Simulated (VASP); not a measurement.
Here is a VASP 6.6.1 calculation.

File INCAR:

```
SYSTEM = ZrO2
ALGO     = Normal         ! electronic algorithm
EDIFF    = 1E-6           ! SCF threshold, eV
ENCUT    = 600            ! plane-wave cutoff, eV
GGA      = PS             ! functional
GGA_COMPAT= .FALSE.      
ISIF     = 2              ! what is computed and relaxed
ISMEAR   = 0              ! smearing method
LASPH    = .TRUE.         ! aspherical terms in the spheres
LCHARG   = .FALSE.        ! write CHGCAR
LREAL    = .FALSE.        ! projectors in reciprocal space
LWAVE    = .FALSE.        ! write WAVECAR
NBANDS   = 19             ! bands
NELM     = 120            ! most SCF steps
PREC     = Accurate       ! precision mode
SIGMA    = 0.01           ! smearing width, eV
```

KPOINTS

```
k-points
0
G
  5 5 5
  0 0 0
```

POSCAR

```
ZrO2
1.0
    3.5850310000      0.0000000000      0.0000000000
    1.7925155000      3.1047279194      0.0000000000
    1.7925155000      1.0349093065      2.9271655540
Zr O
1 2
Direct
    0.0000000000      0.0000000000      0.0000000000
    0.2500000000      0.2500000000      0.2500000000
    0.7500000000      0.7500000000      0.7500000000
```

Potentials or basis: VASP PAW PBE potentials, release 64 (Zr_sv, O).

Command:

```sh
$ cat potpaw_PBE.64/Zr_sv/POTCAR potpaw_PBE.64/O/POTCAR > POTCAR
$ mpirun -np 1 vasp_std > vasp.out
```

Problem. Estimate the band gap on the k mesh.

Solution. 3.51 eV, indirect (least direct gap 3.86 eV).

Problem. Estimate the pressure.

Solution. -0.7 GPa.

Caveat: the k points lie up to 0.43 Å⁻¹ apart; the PAW data sets were made with another functional, which shifts forces and pressure a little. A k mesh can miss the band edges.
